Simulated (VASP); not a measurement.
MgO:

```
Mg O
1.0
     0.00000    2.11350    2.11350
     2.11350    0.00000    2.11350
     2.11350    2.11350    0.00000
Mg O
1 1
Cartesian
  0.0000 0.0000 0.0000
  2.1135 2.1135 2.1135
```

Base run:

- Program: VASP 6.6.1
- Functional: r2SCAN
- Potentials or basis: VASP PAW PBE potentials, release 64 (Mg_sv, O)
- Cutoff: 660 eV
- k mesh: 9 × 9 × 9
- Occupations: gaussian, width 0.1 eV
- Spin: no spin polarisation

Its results: band gap on the k mesh 5.55 eV, direct; pressure -2.7 GPa.

The run is repeated on the same cell with these changes: potentials or basis from VASP PAW PBE potentials, release 64 (Mg_sv, O) to VASP PAW PBE potentials, release 64 (Mg, O); cutoff from 660 eV to 520 eV; further incar settings from ALGO = Normal; EDIFF = 1e-06; NBANDS = 15 to ALGO = Normal; EDIFF = 1e-06; NBANDS = 11; valence electrons from 16 to 8. What comes out?

Band gap on the k mesh 5.50 eV, direct; pressure -3.7 GPa.

Caveats: the PAW data sets were made with another functional, which shifts forces and pressure a little.

